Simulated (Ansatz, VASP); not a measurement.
**One calculation of As, two programs**

```xyz
4
Lattice="4.3933 0.0000 0.0000 -2.1967 3.8047 0.0000 0.0000 0.0000 5.4095" Properties=species:S:1:pos:R:3 pbc="T T T"
As    0.0000    0.0000    1.3524
As    0.0000    0.0000    4.0571
As    0.0000    2.5365    4.0571
As    2.1967    1.2682    1.3524
```

Alike in both runs: functional PBEsol; k mesh 6 × 6 × 4; occupations gaussian, width 0.1 eV; no spin polarisation.

Ansatz relaxed the structure, and its values are those at the end. VASP's run is a single point on that final structure, the one shown.

|  | VASP | Ansatz |
| --- | --- | --- |
| version | VASP 6.6.1 | Ansatz 0.2.0 |
| potentials or method | VASP PAW PBE potentials, release 64 (As), cutoff 520 eV | scalar-relativistic, plane waves, PAW |
| valence electrons in the cell | 20 | 60 |

Ansatz gave:

* gap on the k mesh at the Fermi level (eV): none
* pressure (GPa): 0.0

What did VASP give for the same quantities?

gap on the k mesh at the Fermi level (eV): none; pressure (GPa): 0.3.

VASP's potentials were made for PBE, not for PBEsol. A gap of «none» marks a metal or a gap that the smearing closes. VASP's potentials hold 20 valence electrons a cell and Ansatz's 60, so a difference there can come from the potentials and not from the codes.
